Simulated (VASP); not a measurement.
Crystal: Na.

```
Na
1.0
     0.00000    3.70619    3.70619
     3.70619    0.00000    3.70619
     3.70619    3.70619    0.00000
Na
2
Direct
  0.12500 0.12500 0.12500
  0.87500 0.87500 0.87500
```

| Quantity | Value |
| --- | --- |
| Program | VASP 6.6.1 |
| Task | relaxation of cell and atoms |
| Functional | BLYP |
| Potentials or basis | VASP PAW PBE potentials, release 64 (Na_pv) |
| Cutoff | 600 eV |
| k mesh | 8 × 8 × 8 |
| Occupations | fermi-dirac, width 0.1 eV |
| Spin | no spin polarisation |

At the start: pressure 0.6 GPa; volume 50.91 Å³/atom.

Task: How do energy, volume and symmetry change on relaxing?

Result: Over 5 steps the energy falls by 22.0 meV/atom and the volume is 63.01 Å³/atom (+23.8 %); space group Fd-3m (No. 227, to 0.05 Å).

The path:
| step | energy change (eV) | largest force (eV/Å) | pressure (GPa) | volume (Å³) |
| --- | --- | --- | --- | --- |
| 1 | 0.0000 | 0.0000 | 0.64 | 101.82 |
| 2 | -0.0113 | 0.0000 | 0.56 | 104.85 |
| 3 | -0.0344 | 0.0000 | 0.23 | 114.33 |
| 4 | -0.0407 | 0.0000 | -0.14 | 134.97 |
| 5 | -0.0439 | 0.0000 | 0.02 | 126.03 |

Final structure:
```cif
data_structure
_symmetry_space_group_name_H-M 'P 1'
_symmetry_Int_Tables_number 1
_cell_length_a 5.6277
_cell_length_b 5.6277
_cell_length_c 5.6277
_cell_angle_alpha 60.000
_cell_angle_beta 60.000
_cell_angle_gamma 60.000
_cell_volume 126.03
loop_
_atom_site_label
_atom_site_type_symbol
_atom_site_fract_x
_atom_site_fract_y
_atom_site_fract_z
_atom_site_occupancy
Na1 Na 0.12500 0.12500 0.12500 1
Na2 Na 0.87500 0.87500 0.87500 1
```

Caveat: the volume moved by over 15 % at a fixed basis, so the end points are rough; the PAW data sets were made with another functional, which shifts forces and pressure a little.
